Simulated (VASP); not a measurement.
CaSe, 2 atoms in the cell. Symmetry: Pm-3m, No. 221, cubic system. The conventional cell has a = 3.635 Å, b = 3.635 Å, c = 3.635 Å, α = 90.00°, β = 90.00°, γ = 90.00°. Within 4.1 Å of Ca (site symmetry m-3m) lie 8 Se at 3.15 Å and 6 Ca at 3.63 Å. Within 4.1 Å of Se (site symmetry m-3m) lie 8 Ca at 3.15 Å and 6 Se at 3.63 Å. 

* Program: VASP 6.6.1
* Task: single point
* Functional: r2SCAN
* Potentials or basis: VASP PAW PBE potentials, release 64 (Ca_sv, Se)
* Cutoff: 520 eV
* k mesh: 8 × 8 × 8
* Occupations: gaussian, width 0.01 eV
* Spin: no spin polarisation
* Dipole correction: no
* Further INCAR settings: ALGO = Normal; EDIFF = 1e-06; NBANDS = 15

Potentials or basis: VASP PAW PBE potentials, release 64 (Ca_sv, Se).

Launch:

```console
$ cat potpaw_PBE.64/Ca_sv/POTCAR potpaw_PBE.64/Se/POTCAR > POTCAR
$ cp INCAR.step1 INCAR
$ mpirun -np 1 vasp_std > vasp.out
$ cp INCAR.step2 INCAR
$ mpirun -np 1 vasp_std > vasp.out
```

Hardware: 1 thread of Intel(R) Xeon(R) Platinum 8259CL CPU @ 2.50GHz (Skylake/Cascade Lake) (shared host).

Estimate the wall time of this run.

Wall time 66 s on 1 thread of Intel(R) Xeon(R) Platinum 8259CL CPU @ 2.50GHz (Skylake/Cascade Lake) (shared host), peak memory 0.17 GiB. Counts: k points 35.
